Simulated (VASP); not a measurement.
Runs of VASP 6.6.1 on ScTa2. The structure is that of space group P6/mmm (No. 191), or close to it. The cells are those of the table. 

```csv
task,cell,k mesh,cutoff (eV),gap on the mesh (eV),pressure (GPa),relaxed volume (Å³/atom)
single point,"a = 3.627, b = 3.627, c = 4.077 Å, angles 90.0, 90.0, 120.0°, 3 atoms",6 × 6 × 4,520,none,102.4,-
relaxation of cell and atoms,"relaxed from a = 4.829, b = 4.829, c = 2.955 Å, angles 90.0, 90.0, 120.0°, 3 atoms",6 × 6 × 6,600,none,-0.1,19.89
single point,"a = 4.854, b = 4.854, c = 2.924 Å, angles 90.0, 90.0, 120.0°, 3 atoms",6 × 6 × 6,520,none,-0.1,-
single point,"a = 4.829, b = 4.829, c = 2.955 Å, angles 90.0, 90.0, 120.0°, 3 atoms",6 × 6 × 4,520,none,0.0,-
relaxation of cell and atoms,"relaxed from a = 3.627, b = 3.627, c = 4.077 Å, angles 90.0, 90.0, 120.0°, 3 atoms",6 × 6 × 4,600,none,0.0,(a)
```

Alike in all rows: level PBE; potentials or basis VASP PAW PBE potentials, release 64 (Sc_sv, Ta_pv); no spin polarisation; smearing gaussian 0.1 eV.

Task: Fill in the values left out.

Result: (a) 19.88.

Caveats: some runs use coarse meshes; spin-orbit coupling is left out, which moves the levels of the heavy elements; the volume moved by over 15 % at a fixed basis, so the end points are rough (some runs).

A k mesh can miss the band edges, and the runs leave out spin-orbit coupling on Ta.

A gap of «none» marks levels without a gap at the run's occupations.
